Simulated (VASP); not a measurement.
# Yb: single point with PBEsol

Crystal: Yb.

```
CELL_PARAMETERS angstrom
0.00000 2.53660 2.53660
2.53660 0.00000 2.53660
2.53660 2.53660 0.00000
ATOMIC_POSITIONS crystal
Yb 0.00000 0.00000 0.00000
```

```
Program                : VASP 6.6.1
Task                   : single point
Functional             : PBEsol
Potentials or basis    : VASP PAW PBE potentials, release 64 (Yb)
Cutoff                 : 600 eV
k mesh                 : 6 × 6 × 6
Occupations            : methfessel-paxton, width 0.1 eV
Spin                   : no spin polarisation
Dipole correction      : no
Further INCAR settings : ALGO = Normal; EDIFF = 1e-06; NBANDS = 18
```

The pressure is 0.2 GPa and the band gap on the k mesh is zero (bands 12 and 13 overlap by 0.07 eV).

Levels at points of the mesh, in eV from the Fermi level:
```csv
k point,band 9,band 10,band 11,band 12,band 13,band 14,band 15,band 16
"(0.00, 0.00, 0.00)",-0.46,-0.34,-0.34,-0.34,2.91,2.91,2.91,5.25
"(0.50, 0.00, 0.00)",-0.47,-0.36,-0.36,-0.33,0.59,2.67,2.67,6.99
"(0.50, 0.50, 0.00)",-0.45,-0.39,-0.38,-0.38,-0.09,2.08,7.01,7.51
```

It took 25 s on 1 thread of AMD EPYC 7R13 Processor (Zen 3) (shared host), peak memory 0.15 GiB.

Caveat: the PAW data sets were made with another functional, which shifts forces and pressure a little; spin-orbit coupling is left out, which moves the levels of the heavy elements. Spin polarisation is off, so any magnetic state and its effect on volume and gap are missing.
